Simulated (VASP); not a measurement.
# Cd (P6_3/mmc) in VASP: a series of runs

Cd is run at these levels: PBEsol; tasks: single point, relaxation of volume and atoms at fixed shape.

Program: VASP 6.6.1. These are calculated values, not measurements. Logs are shortened: lines on timing, memory, paths and dates and some standing lists are left out, and cuts for length are marked.

### 1 The cell of the first run

Symmetry: P6_3/mmc, No. 194, hexagonal system. The conventional cell has a = 2.957 Å, b = 2.957 Å, c = 5.576 Å, α = 90.00°, β = 90.00°, γ = 120.00°. Cd (site symmetry -6m2) has 12 Cd at 2.96 to 3.27 Å within 3.9 Å.

### 2 Single point, PBEsol

Contents of INCAR:

```
SYSTEM = Cd
PREC = Accurate
ENCUT = 520
EDIFF = 1E-7
ISMEAR = -1
SIGMA = 0.1
LREAL = .FALSE.
LASPH = .TRUE.
NELM = 60
ALGO = Normal
ISIF = 2
LWAVE = .FALSE.
LCHARG = .FALSE.
GGA = PS
NBANDS = 19
```

Contents of KPOINTS:

```
Automatic mesh
0
G
  8 8 4
  0 0 0
```

Contents of POSCAR:

```
Cd
1.0
    2.9570355565      0.0000000000      0.0000000000
   -1.4785177783      2.5608679119      0.0000000000
    0.0000000000      0.0000000000      5.5764738959
Cd
2
Direct
    0.3333333333      0.6666666667      0.2500000000
    0.6666666667      0.3333333333      0.7500000000
```

Potentials or basis: VASP PAW PBE potentials, release 64 (Cd).

Launch:

```
cat potpaw_PBE.64/Cd/POTCAR > POTCAR
mpirun -np 1 vasp_std > vasp.out
```

OUTCAR:

```text
SYSTEM = Cd
   PREC = Accurate
   ENCUT = 520
   EDIFF = 1E-7
   ISMEAR = -1
   LREAL = .FALSE.
   LASPH = .TRUE.
   NELM = 60
   ISIF = 2
   GGA = PS

 ion  position               nearest neighbor table
   1  0.333  0.667  0.250-   2 3.27   2 3.27   2 3.27   2 3.27   2 3.27   2 3.27
   2  0.667  0.333  0.750-   1 3.27   1 3.27   1 3.27   1 3.27   1 3.27   1 3.27

  LATTYP: Found a hexagonal cell.
 ALAT       =     2.9570355565
 C/A-ratio  =     1.8858325473

  Lattice vectors:

 A1 = (   2.9570355565,   0.0000000000,   0.0000000000)
 A2 = (  -1.4785177783,   2.5608679119,   0.0000000000)
 A3 = (   0.0000000000,   0.0000000000,   5.5764738959)

Analysis of symmetry for initial positions (statically):
=====================================================================
 Subroutine PRICEL returns:
 Original cell was already a primitive cell.

 Routine SETGRP: Setting up the symmetry group for a
 hexagonal supercell.

 Subroutine GETGRP returns: Found 24 space group operations
 (whereof 12 operations were pure point group operations)
 out of a pool of 24 trial point group operations.

The static configuration has the point symmetry D_3d.
 The point group associated with its full space group is D_6h.

Analysis of symmetry for dynamics (positions and initial velocities):
=====================================================================
 Subroutine PRICEL returns:
 Original cell was already a primitive cell.

 Routine SETGRP: Setting up the symmetry group for a
 hexagonal supercell.

 Subroutine GETGRP returns: Found 24 space group operations
 (whereof 12 operations were pure point group operations)
 out of a pool of 24 trial point group operations.

The dynamic configuration has the point symmetry D_3d.
 The point group associated with its full space group is D_6h.

 Subroutine INISYM returns: Found 24 space group operations
 (whereof 12 operations are pure point group operations),
 and found     1 'primitive' translations

----------------------------------------------------------------------------------------

                                     Primitive cell

  volume of cell :      42.2283

  direct lattice vectors                    reciprocal lattice vectors
     2.957035557  0.000000000  0.000000000     0.338176522  0.195246306  0.000000000
    -1.478517778  2.560867912  0.000000000     0.000000000  0.390492612  0.000000000
     0.000000000  0.000000000  5.576473896     0.000000000  0.000000000  0.179324788

  length of vectors
     2.957035557  2.957035557  5.576473896     0.390492612  0.390492612  0.179324788

  position of ions in fractional coordinates (direct lattice)
     0.333333333  0.666666667  0.250000000
     0.666666667  0.333333333  0.750000000

  ion indices of the primitive-cell ions
   primitive index   ion index
                 1           1
                 2           2

----------------------------------------------------------------------------------------

 KPOINTS: Automatic mesh

Automatic generation of k-mesh.
 Grid dimensions read from file:
 generate k-points for:    8    8    4

 Generating k-lattice:

  Cartesian coordinates                     Fractional coordinates (reciprocal lattice)
     0.042272065  0.024405788  0.000000000     0.125000000  0.000000000  0.000000000
     0.000000000  0.048811577  0.000000000     0.000000000  0.125000000  0.000000000
     0.000000000  0.000000000  0.044831197     0.000000000  0.000000000  0.250000000

  Length of vectors
     0.048811577  0.048811577  0.044831197

  Shift w.r.t. Gamma in fractional coordinates (k-lattice)
     0.000000000  0.000000000  0.000000000

 Subroutine IBZKPT returns following result:
 ===========================================

 Found     30 irreducible k-points:

 Following reciprocal coordinates:
            Coordinates               Weight
  0.000000  0.000000  0.000000      1.000000
  0.125000  0.000000  0.000000      6.000000
  0.250000  0.000000  0.000000      6.000000
  0.375000  0.000000  0.000000      6.000000
  0.500000  0.000000  0.000000      3.000000
  0.125000  0.125000  0.000000      6.000000
[... 16 lines left out ...]
  0.250000  0.000000  0.500000      6.000000
  0.375000  0.000000  0.500000      6.000000
 [... further k-points ...]
   k-points           NKPTS =     30   k-points in BZ     NKDIM =     30   number of bands    NBANDS=     19
   number of dos      NEDOS =    301   number of ions     NIONS =      2
   total plane-waves  NPLWV =  24192
   dimension x,y,z NGX =    24 NGY =   24 NGZ =   42
   dimension x,y,z NGXF=    48 NGYF=   48 NGZF=   84
   ions per type =               2
   NGX,Y,Z   is equivalent  to a cutoff of  13.49, 13.49, 12.52 a.u.
   NGXF,Y,Z  is equivalent  to a cutoff of  26.99, 26.99, 25.04 a.u.
 SYSTEM =  Cd
   PREC   = accura    normal or accurate (medium, high low for compatibility)
   ISTART =      0    job   : 0-new  1-cont  2-samecut
   ICHARG =      2    charge: 1-file 2-atom 10-const
   ISPIN  =      1    spin polarized calculation?
   LNONCOLLINEAR =      F non collinear calculations
   LSORBIT =      F    spin-orbit coupling
   LASPH  =      T    aspherical Exc in radial PAW
   ENCUT  =  520.0 eV  38.22 Ry    6.18 a.u.   5.50  5.50 10.37*2*pi/ulx,y,z
   NELM   =     60;   NELMIN=  2; NELMDL= -5     # of ELM steps
   EDIFF  = 0.1E-06   stopping-criterion for ELM
   LREAL  =      F    real-space projection
   EDIFFG = 0.1E-05   stopping-criterion for IOM
   NSW    =      0    number of steps for IOM
   IBRION =     -1    ionic relax: 0-MD 1-quasi-New 2-CG
   NFREE  =      0    steps in history (QN), initial steepest desc. (CG)
   ISIF   =      2    stress and relaxation
   ISYM   =      2    0-nonsym 1-usesym 2-fastsym
   POTIM  = 0.5000    time-step for ionic-motion
   TEBEG  =    0.0;   TEEND  =   0.0 temperature during run
   PSTRESS=    0.0 pullay stress
   NELECT =      24.0000    total number of electrons
   NUPDOWN=      -1.0000    fix difference up-down
   EMIN   =  10.00;   EMAX   =-10.00  energy-range for DOS
   EFERMI =   0.00;   METHOD = LEGACY
   ISMEAR =    -1;   SIGMA  =   0.10  broadening in eV -4-tet -1-fermi 0-gaus
   EFERMI_NEDOS =   21; number of points for ismear=-14 and -15
   IALGO  =     38    algorithm
   IMIX   =      4    mixing-type and parameters
     AMIX     =   0.40;   BMIX     =  1.00
     AMIX_MAG =   1.60;   BMIX_MAG =  1.00
  volume/ion in A,a.u.               =      21.11       142.49
  Fermi-wavevector in a.u.,A,eV,Ry     =   1.356055  2.562573 25.019568  1.838886
  Thomas-Fermi vector in A             =   2.483091
   LORBIT       =      0    0 simple, 1 ext, 2 COOP (PROOUT), +10 PAW based schemes
   GGA     = PS    functional components
   LHFCALC =     F    Hartree Fock is set to
   AEXX    =    0.0000 exact exchange contribution
   IVDW    =     0    specifies the selected vdW correction
   LEPSILON=     F    determine dielectric tensor
   LRPA    =     F    only Hartree local field effects (RPA)
 non-spin polarized calculation
  energy-cutoff  :      520.00
  volume of cell :       42.23
 maximum number of plane-waves:      1172
 NGX is ok and might be reduce to    24
   NGX = 11   NGY = 11   NGZ = 21

 number of electron      24.0000005 magnetization

 Free energy of the ion-electron system (eV)
  ---------------------------------------------------
  ext. energy  EPLUGINS =         0.00000000
  ---------------------------------------------------
  free energy    TOTEN  =        -2.38112887 eV

  energy without entropy =       -2.36428960  energy(sigma->0) =       -2.37270923

 E-fermi :   2.9210     XC(G=0): -11.3268

 val. band max:        2.8704818206   @ k =   0.3750   0.1250   0.0000
 cond. band min:       3.0200666493   @ k =   0.0000   0.0000   0.2500
 fundamental gap:      0.1495848288
 Fermi energy:         2.9210418075

 k-point     1 :       0.0000    0.0000    0.0000
  band No.  band energies     occupation
      1      -6.9849      2.00000
      2      -6.7060      2.00000
      3      -6.2887      2.00000
      4      -6.2887      2.00000
      5      -6.2341      2.00000
      6      -6.2341      2.00000
[... 11 lines left out ...]
     18      18.0471      0.00000
     19      18.8119      0.00000

 k-point     2 :       0.1250    0.0000    0.0000
  band No.  band energies     occupation
      1      -6.8347      2.00000
      2      -6.5690      2.00000
      3      -6.3515      2.00000
      4      -6.2739      2.00000
      5      -6.1405      2.00000
      6      -6.0913      2.00000
[... 11 lines left out ...]
     18      17.8068      0.00000
     19      18.5366      0.00000

 k-point     3 :       0.2500    0.0000    0.0000
  band No.  band energies     occupation
      1      -6.8257      2.00000
      2      -6.5944      2.00000
      3      -6.2907      2.00000
      4      -6.2683      2.00000
      5      -6.0501      2.00000
      6      -5.9497      2.00000
[... 11 lines left out ...]
     18      16.0347      0.00000
     19      16.3934      0.00000

 k-point     4 :       0.3750    0.0000    0.0000
  band No.  band energies     occupation
      1      -7.0256      2.00000
      2      -6.8147      2.00000
      3      -6.6196      2.00000
      4      -6.1561      2.00000
      5      -6.0406      2.00000
      6      -6.0026      2.00000
[... 11 lines left out ...]
     18      16.0007      0.00000
     19      16.6614      0.00000

 k-point     5 :       0.5000    0.0000    0.0000
  band No.  band energies     occupation
      1      -7.1153      2.00000
      2      -6.9060      2.00000
      3      -6.7484      2.00000
      4      -6.2365      2.00000
      5      -6.0414      2.00000
      6      -5.9435      2.00000
[... 11 lines left out ...]
     18      15.8764      0.00000
     19      15.9945      0.00000
[... 334 lines left out ...]
      2      -6.8459      2.00000
      3      -6.2791      2.00000
      4      -6.2791      2.00000
      5      -6.2791      2.00000
      6      -6.2791      2.00000
[... 11 lines left out ...]
     18      18.9950      0.00000
     19      18.9950      0.00000

 k-point    22 :       0.1250    0.0000    0.5000
  band No.  band energies     occupation
      1      -6.6949      2.00000
      2      -6.6949      2.00000
      3      -6.3362      2.00000
      4      -6.3362      2.00000
      5      -6.1378      2.00000
      6      -6.1378      2.00000
[... 11 lines left out ...]
     18      17.3342      0.00000
     19      17.7357      0.00000

 k-point    23 :       0.2500    0.0000    0.5000
  band No.  band energies     occupation
      1      -6.7056      2.00000
      2      -6.7056      2.00000
      3      -6.4052      2.00000
      4      -6.4052      2.00000
      5      -5.8835      2.00000
      6      -5.8835      2.00000
[... 11 lines left out ...]
     18      15.1846      0.00000
     19      16.9461      0.00000

 k-point    24 :       0.3750    0.0000    0.5000
  band No.  band energies     occupation
      1      -6.9102      2.00000
      2      -6.9102      2.00000
      3      -6.6126      2.00000
      4      -6.6126      2.00000
      5      -5.7677      2.00000
      6      -5.7677      2.00000
[... 11 lines left out ...]
     18      13.6473      0.00000
     19      16.2978      0.00000

 [... further k-points ...]

------------------------ aborting loop because EDIFF is reached ----------------------------------------

  FORCE on cell =-STRESS in cart. coord.  units (eV):
  Direction    XX          YY          ZZ          XY          YZ          ZX
  --------------------------------------------------------------------------------------
  -------------------------------------------------------------------------------------
  Total        0.4147503      0.4147503     -0.5454286     -0.0000000      0.0000000      0.0000000
  in kB       15.7359844     15.7359844    -20.6940311     -0.0000000      0.0000000      0.0000000
  external PRESSURE =       3.5926459 kB  Pullay stress =       0.0000000 kB

 VOLUME and BASIS-vectors are now :
 -----------------------------------------------------------------------------
  energy-cutoff  :      520.00
  volume of cell :       42.23
      direct lattice vectors                 reciprocal lattice vectors
     2.957035557  0.000000000  0.000000000     0.338176522  0.195246306  0.000000000
    -1.478517778  2.560867912  0.000000000     0.000000000  0.390492612  0.000000000
     0.000000000  0.000000000  5.576473896     0.000000000  0.000000000  0.179324788

 POSITION                                       TOTAL-FORCE (eV/Angst)
 -----------------------------------------------------------------------------------
     -0.00000      1.70725      1.39412        -0.000000      0.000000     -0.000000
      1.47852      0.85362      4.18236         0.000000     -0.000000      0.000000
 -----------------------------------------------------------------------------------
    total drift:                               -0.000000      0.000000      0.000000

  FREE ENERGIE OF THE ION-ELECTRON SYSTEM (eV)
  ---------------------------------------------------
  free  energy   TOTEN  =        -2.3811288659 eV

  energy  without entropy=       -2.3642896018  energy(sigma->0) =       -2.37270923
```

It took 11 s on 1 thread of Intel Xeon Platinum 8559C (Emerald Rapids), shared host; peak memory 0.16 GiB.

Results:

```yaml
Free_energy: -2.3811 eV
Pressure: 0.4 GPa
Band_gap_on_the_k_mesh: zero (band 12 reaches 3.90 eV, above the bottom of band 13 at -0.07 eV)
```

Levels at points of the mesh, in eV from the Fermi level:
```
           k point  band 8  band 9  band 10  band 11  band 12  band 13  band 14  band 15  band 16  band 17
(0.00, 0.00, 0.00)   -8.67   -8.67    -8.40    -8.40    -3.15    -2.99    10.70    14.58    15.12    15.12
(0.50, 0.00, 0.00)   -8.43   -8.11    -8.09    -2.39    -1.83     2.04     3.05     3.32     5.33     8.49
(0.00, 0.00, 0.50)   -8.51   -8.51    -8.51    -7.49    -7.49     3.79     3.79    14.91    14.91    16.07
(0.50, 0.00, 0.50)   -8.41   -8.10    -8.10    -1.59    -1.59     0.16     0.16     8.21     8.21    10.16
```

Caveat: the PAW data sets were made with another functional, which shifts forces and pressure a little.

### 3 Relaxation of volume and atoms at fixed shape, PBEsol

This run uses another cell than the first one, of 21.59 Å³/atom, 1.022 times its volume.

Contents of INCAR:

```
SYSTEM = Cd
PREC = Accurate
ENCUT = 600
EDIFF = 1E-7
ISMEAR = -1
SIGMA = 0.1
LREAL = .FALSE.
LASPH = .TRUE.
NELM = 60
ALGO = Normal
ISIF = 8
LWAVE = .FALSE.
LCHARG = .FALSE.
GGA = PS
IBRION = 2
NSW = 80
EDIFFG = -0.01
```

KPOINTS is that of step 2.

Contents of POSCAR:

```
Cd
1.0
    2.9788700000      0.0000000000      0.0000000000
   -1.4894350000      2.5797770946      0.0000000000
    0.0000000000      0.0000000000      5.6176500000
Cd
2
Direct
    0.3333330000      0.6666670000      0.2500000000
    0.6666670000      0.3333330000      0.7500000000
```

Potentials or basis: VASP PAW PBE potentials, release 64 (Cd).

Launch:

```
cat potpaw_PBE.64/Cd/POTCAR > POTCAR
mpirun -np 1 vasp_std > vasp.out
```

Wall time 25 s (1 thread of Intel Xeon Platinum 8559C (Emerald Rapids), shared host); peak memory 0.18 GiB.

The run converged. Its results:

```yaml
Free_energy: -2.3818 eV
Relaxed_volume: 21.20 Å³/atom
Relaxed_cell: a = 2.961 Å, b = 2.961 Å, c = 5.584 Å, α = 90.00°, β = 90.00°, γ = 120.00°
Space_group_after_relaxing_to_0.05_Å: P6_3/mmc (No. 194)
Energy_gained_by_relaxing: 1.3 meV/atom
Ionic_steps: 3
Pressure_after_relaxing: 0.0 GPa
Band_gap_on_the_k_mesh: zero (band 12 reaches 3.86 eV, above the bottom of band 13 at -0.10 eV)
```

Stress tensor (GPa, compression positive):
```
 1.17  0.00  0.00
 0.00  1.17  0.00
 0.00  0.00 -2.33
```

The path:
```tsv
step	energy change (eV)	largest force (eV/Å)	pressure (GPa)	volume (Å³)
1	0.0000	0.0000	-1.03	43.17
2	-0.0025	0.0000	0.12	42.31
3	-0.0026	0.0000	0.00	42.39
```

Final structure:
```
Cd
1.0
     2.96086    0.00000    0.00000
    -1.48043    2.56418    0.00000
     0.00000    0.00000    5.58368
Cd
2
Cartesian
  0.0000 1.7095 1.3959
  1.4804 0.8547 4.1878
```

Levels at points of the mesh, in eV from the Fermi level:
```tsv
k point	band 8	band 9	band 10	band 11	band 12	band 13	band 14	band 15	band 16
(0.00, 0.00, 0.00)	-8.66	-8.66	-8.39	-8.39	-3.13	-2.99	10.68	14.57	15.08
(0.50, 0.00, 0.00)	-8.43	-8.11	-8.09	-2.38	-1.83	2.04	3.05	3.30	5.32
(0.00, 0.00, 0.50)	-8.51	-8.51	-8.51	-7.47	-7.47	3.78	3.78	14.90	14.90
(0.50, 0.00, 0.50)	-8.41	-8.10	-8.10	-1.58	-1.58	0.15	0.15	8.19	8.19
```

Caveat: the PAW data sets were made with another functional, which shifts forces and pressure a little.
